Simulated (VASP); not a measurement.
A run of VASP 6.6.1:

The input INCAR:

```
ALGO = Normal
EDIFF = 1E-6
ENCUT = 520
GGA = PS
ISIF = 2
ISMEAR = 0
IVDW = 12
LASPH = True
LCHARG = True
LELF = True
LREAL = False
LVHAR = True
LWAVE = False
NBANDS = 18
NELM = 100
PREC = Accurate
SIGMA = 0.15
```

KPOINTS

```
k-points
0
Gamma
  12 12 8
```

Contents of POSCAR:

```
PtSe2
1.0
    3.7388646046      0.0000000000      0.0000000000
   -1.8694323023      3.7236444882      0.0000000000
    0.0000000000      0.0000000000      4.6296715343
Pt Se
1 2
Direct
    0.0000000000      0.0000000000      0.0000000000
    0.3333333333      0.6666666667      0.2721511594
    0.6666666667      0.3333333333      0.7278488406
```

Potentials or basis: VASP PAW PBE potentials, release 64 (Pt, Se).

The run is started by

```sh
$ cat potpaw_PBE.64/Pt/POTCAR potpaw_PBE.64/Se/POTCAR > POTCAR
$ mpirun -np 1 vasp_std > vasp.out
```

Hardware: 1 thread of Intel Xeon 8259CL (shared host).

Question: How long does it take, and how much memory?

Answer: It took 4.7 min on 1 thread of Intel Xeon 8259CL (shared host), peak memory 0.48 GiB. Counts: scf iterations 12, k points 320.
